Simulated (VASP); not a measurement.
# F2 in VASP: further runs

Runs on F2. Level: PBE. Tasks: single point, relaxation of the atoms.

Program: VASP 6.6.1. These are calculated values, not measurements. Logs are shortened: lines on timing, memory, paths and dates and some standing lists are left out, and cuts for length are marked.

## Step 1: The cell of the first run

The cell holds a molecule in a box, 2 atoms: a = 14.000 Å, b = 14.500 Å, c = 15.000 Å, α = 90.00°, β = 90.00°, γ = 90.00°.

## Step 2: Single point, PBE

INCAR reads:

```
SYSTEM = F
  PREC = Accurate
  ENCUT = 520
  EDIFF = 1E-7
  ISMEAR = 0
  SIGMA = 0.005
  LREAL = .FALSE.
  LASPH = .TRUE.
  NELM = 100
  ALGO = Normal
  ISIF = 2
  LWAVE = .FALSE.
  LCHARG = .FALSE.
  GGA = PE
  NBANDS = 14
  ISYM = 0
```

KPOINTS reads:

```
regular mesh
0
G
  1 1 1
  0 0 0
```

POSCAR reads:

```
F
1.0
   14.0000000000      0.0000000000      0.0000000000
    0.0000000000     14.5000000000      0.0000000000
    0.0000000000      0.0000000000     15.0000000000
F
2
Direct
    0.4571633039      0.4994791986      0.4750421740
    0.5428366961      0.5005208014      0.5249578260
```

Potentials or basis: VASP PAW PBE potentials, release 64 (F).

The run is started by

```console
$ cat potpaw_PBE.64/F/POTCAR > POTCAR
$ mpirun -np 1 vasp_gam > vasp.out
```

OUTCAR:

```text
SYSTEM = F
   PREC = Accurate
   ENCUT = 520
   EDIFF = 1E-7
   ISMEAR = 0
   LREAL = .FALSE.
   LASPH = .TRUE.
   NELM = 100
   ISIF = 2
   GGA = PE
   ISYM = 0

 ion  position               nearest neighbor table
   1  0.457  0.499  0.475-   2 1.41
   2  0.543  0.501  0.525-   1 1.41

IMPORTANT INFORMATION: All symmetrisations will be switched off!
NOSYMM: (Re-)initialisation of all symmetry stuff for point group C_1.

----------------------------------------------------------------------------------------

                                     Primitive cell

  volume of cell :    3045.0000

  direct lattice vectors                    reciprocal lattice vectors
    14.000000000  0.000000000  0.000000000     0.071428571  0.000000000  0.000000000
     0.000000000 14.500000000  0.000000000     0.000000000  0.068965517  0.000000000
     0.000000000  0.000000000 15.000000000     0.000000000  0.000000000  0.066666667

  length of vectors
    14.000000000 14.500000000 15.000000000     0.071428571  0.068965517  0.066666667

  position of ions in fractional coordinates (direct lattice)
     0.457163304  0.499479199  0.475042174
     0.542836696  0.500520801  0.524957826

  ion indices of the primitive-cell ions
   primitive index   ion index
                 1           1
                 2           2

----------------------------------------------------------------------------------------

 KPOINTS: regular mesh

Automatic generation of k-mesh.
 Grid dimensions read from file:
 generate k-points for:    1    1    1

 Generating k-lattice:

  Cartesian coordinates                     Fractional coordinates (reciprocal lattice)
     0.071428571  0.000000000  0.000000000     1.000000000  0.000000000  0.000000000
     0.000000000  0.068965517  0.000000000     0.000000000  1.000000000  0.000000000
     0.000000000  0.000000000  0.066666667     0.000000000  0.000000000  1.000000000

  Length of vectors
     0.071428571  0.068965517  0.066666667

  Shift w.r.t. Gamma in fractional coordinates (k-lattice)
     0.000000000  0.000000000  0.000000000

 Subroutine IBZKPT returns following result:
 ===========================================

 Found      1 irreducible k-points:

 Following reciprocal coordinates:
            Coordinates               Weight
  0.000000  0.000000  0.000000      1.000000
   k-points           NKPTS =      1   k-points in BZ     NKDIM =      1   number of bands    NBANDS=     14
   number of dos      NEDOS =    301   number of ions     NIONS =      2
   total plane-waves  NPLWV = ******
   dimension x,y,z NGX =   108 NGY =  108 NGZ =  112
   dimension x,y,z NGXF=   216 NGYF=  216 NGZF=  224
   ions per type =               2
   NGX,Y,Z   is equivalent  to a cutoff of  12.82, 12.38, 12.41 a.u.
   NGXF,Y,Z  is equivalent  to a cutoff of  25.65, 24.76, 24.83 a.u.
 SYSTEM =  F
   PREC   = accura    normal or accurate (medium, high low for compatibility)
   ISTART =      0    job   : 0-new  1-cont  2-samecut
   ICHARG =      2    charge: 1-file 2-atom 10-const
   ISPIN  =      1    spin polarized calculation?
   LNONCOLLINEAR =      F non collinear calculations
   LSORBIT =      F    spin-orbit coupling
   LASPH  =      T    aspherical Exc in radial PAW
   ENCUT  =  520.0 eV  38.22 Ry    6.18 a.u.  26.03 26.96 27.89*2*pi/ulx,y,z
   NELM   =    100;   NELMIN=  2; NELMDL= -5     # of ELM steps
   EDIFF  = 0.1E-06   stopping-criterion for ELM
   LREAL  =      F    real-space projection
   EDIFFG = 0.1E-05   stopping-criterion for IOM
   NSW    =      0    number of steps for IOM
   IBRION =     -1    ionic relax: 0-MD 1-quasi-New 2-CG
   NFREE  =      0    steps in history (QN), initial steepest desc. (CG)
   ISIF   =      2    stress and relaxation
   ISYM   =      0    0-nonsym 1-usesym 2-fastsym
   POTIM  = 0.5000    time-step for ionic-motion
   TEBEG  =    0.0;   TEEND  =   0.0 temperature during run
   PSTRESS=    0.0 pullay stress
   NELECT =      14.0000    total number of electrons
   NUPDOWN=      -1.0000    fix difference up-down
   EMIN   =  10.00;   EMAX   =-10.00  energy-range for DOS
   EFERMI =   0.00;   METHOD = LEGACY
   ISMEAR =     0;   SIGMA  =   0.01  broadening in eV -4-tet -1-fermi 0-gaus
   EFERMI_NEDOS =   21; number of points for ismear=-14 and -15
   IALGO  =     38    algorithm
   IMIX   =      4    mixing-type and parameters
     AMIX     =   0.40;   BMIX     =  1.00
     AMIX_MAG =   1.60;   BMIX_MAG =  1.00
  volume/ion in A,a.u.               =    1522.50     10274.34
  Fermi-wavevector in a.u.,A,eV,Ry     =   0.272221  0.514423  1.008250  0.074104
  Thomas-Fermi vector in A             =   1.112538
   LORBIT       =      0    0 simple, 1 ext, 2 COOP (PROOUT), +10 PAW based schemes
   GGA     = PE    functional components
   LHFCALC =     F    Hartree Fock is set to
   AEXX    =    0.0000 exact exchange contribution
   IVDW    =     0    specifies the selected vdW correction
   LEPSILON=     F    determine dielectric tensor
   LRPA    =     F    only Hartree local field effects (RPA)
 non-spin polarized calculation
 Gauss-broadening in eV      SIGMA  =   0.01
  energy-cutoff  :      520.00
  volume of cell :     3045.00
 maximum number of plane-waves:     40942
 NGX is ok and might be reduce to   108
   NGX = 53   NGY = 53   NGZ = 55

 number of electron      13.9999997 magnetization

 Free energy of the ion-electron system (eV)
  ---------------------------------------------------
  ext. energy  EPLUGINS =         0.00000000
  ---------------------------------------------------
  free energy    TOTEN  =        -3.61632707 eV

  energy without entropy =       -3.61632707  energy(sigma->0) =       -3.61632707

 E-fermi :  -9.3673     XC(G=0):  -0.1870

 val. band max:       -9.4129319441   @ k =   0.0000   0.0000   0.0000
 cond. band min:      -5.8788475277   @ k =   0.0000   0.0000   0.0000
 fundamental gap:      3.5340844164
 Fermi energy:        -9.3673162684

 k-point     1 :       0.0000    0.0000    0.0000
  band No.  band energies     occupation
      1     -33.9926      2.00000
      2     -27.6766      2.00000
      3     -15.3622      2.00000
      4     -12.7835      2.00000
      5     -12.7835      2.00000
      6      -9.4130      2.00000
      7      -9.4129      2.00000
      8      -5.8788      0.00000
      9      -0.2099      0.00000
     10       0.3588      0.00000
     11       0.5793      0.00000
     12       0.6287      0.00000
     13       0.6546      0.00000
     14       0.6950      0.00000

------------------------ aborting loop because EDIFF is reached ----------------------------------------

  FORCE on cell =-STRESS in cart. coord.  units (eV):
  Direction    XX          YY          ZZ          XY          YZ          ZX
  --------------------------------------------------------------------------------------
  -------------------------------------------------------------------------------------
  Total        0.2826191     -0.1131774      0.0397362      0.0049557      0.0029538      0.2476165
  in kB        0.1487047     -0.0595502      0.0209079      0.0026075      0.0015542      0.1302875
  external PRESSURE =       0.0366875 kB  Pullay stress =       0.0000000 kB

 VOLUME and BASIS-vectors are now :
 -----------------------------------------------------------------------------
  energy-cutoff  :      520.00
  volume of cell :     3045.00
      direct lattice vectors                 reciprocal lattice vectors
    14.000000000  0.000000000  0.000000000     0.071428571  0.000000000  0.000000000
     0.000000000 14.500000000  0.000000000     0.000000000  0.068965517  0.000000000
     0.000000000  0.000000000 15.000000000     0.000000000  0.000000000  0.066666667

 POSITION                                       TOTAL-FORCE (eV/Angst)
 -----------------------------------------------------------------------------------
      6.40029      7.24245      7.12563        -0.317227     -0.005152     -0.197324
      7.59971      7.25755      7.87437         0.317227      0.005152      0.197324
 -----------------------------------------------------------------------------------
    total drift:                               -0.000001      0.000000      0.000000

  FREE ENERGIE OF THE ION-ELECTRON SYSTEM (eV)
  ---------------------------------------------------
  free  energy   TOTEN  =        -3.6163270747 eV

  energy  without entropy=       -3.6163270747  energy(sigma->0) =       -3.61632707
```

Run time: 3.4 min. Hardware: 1 thread of Intel Xeon Platinum 8375C at 2.90GHz (Ice Lake), shared host; peak memory 1.7 GiB.

Results:

| Item | Value |
| --- | --- |
| Free energy | -3.6163 eV |
| Largest force | 0.374 eV/Å |
| Gap between the frontier levels | 3.53 eV |

Forces on the atoms (eV/Å):
```
F   -0.317 -0.005 -0.197
F    0.317  0.005  0.197
```

Levels at points of the mesh, in eV from the valence-band top:
```csv
k point,band 4,band 5,band 6,band 7,band 8,band 9,band 10,band 11
"(0.00, 0.00, 0.00)",-3.37,-3.37,0.00,0.00,3.53,9.20,9.77,9.99
```

## Step 3: Relaxation of the atoms, PBE

INCAR reads:

```
ALGO = Normal ; EDIFF = 1E-7
EDIFFG = -0.01 ; ENCUT = 520
GGA = PE ; IBRION = 2
ISIF = 2 ; ISMEAR = 0
ISYM = 0 ; LASPH = True
LCHARG = False ; LREAL = False
LWAVE = False ; NELM = 100
NSW = 100 ; PREC = Accurate
SIGMA = 0.005
```

KPOINTS reads:

```
k-points
0
Gamma
  1 1 1
```

POSCAR reads:

```
F
1.0
   14.0000000000      0.0000000000      0.0000000000
    0.0000000000     14.5000000000      0.0000000000
    0.0000000000      0.0000000000     15.0000000000
F
2
Direct
    0.4581061836      0.4994906331      0.4755911223
    0.5418938164      0.5005093669      0.5244088777
```

Potentials or basis: VASP PAW PBE potentials, release 64 (F).

The run is started by

```console
$ cat potpaw_PBE.64/F/POTCAR > POTCAR
$ mpirun -np 1 vasp_gam > vasp.out
```

Wall time 11 min (1 thread of Intel Xeon Platinum 8375C at 2.90GHz (Ice Lake), shared host); peak memory 1.7 GiB.

Results (log left out):

| Property | Result |
| --- | --- |
| Free energy | -3.6183 eV |
| Energy gained by relaxing | 16.3 meV/atom |
| Ionic steps | 4 |
| Gap between the frontier levels | 3.41 eV |

Forces on the atoms (eV/Å):
```
F   -0.002 -0.001 -0.001
F    0.002  0.001  0.001
```

The path:
```csv
step,energy change (eV),largest force (eV/Å),pressure (GPa)
1,0.0000,1.6394,0.03
2,0.1545,2.8466,-0.08
3,-0.0326,0.0271,-0.01
4,-0.0326,0.0027,-0.01
```

Final structure:
```xyz
2
Lattice="14.0000 0.0000 0.0000 0.0000 14.5000 0.0000 0.0000 0.0000 15.0000" Properties=species:S:1:pos:R:3 pbc="T T T"
F     6.3959    7.2424    7.1229
F     7.6041    7.2576    7.8771
```

Levels at points of the mesh, in eV from the valence-band top:
| k point | band 4 | band 5 | band 6 | band 7 | band 8 | band 9 | band 10 | band 11 |
| --- | --- | --- | --- | --- | --- | --- | --- | --- |
| (0.00, 0.00, 0.00) | -3.28 | -3.28 | 0.00 | 0.00 | 3.41 | 9.24 | 9.82 | 10.04 |
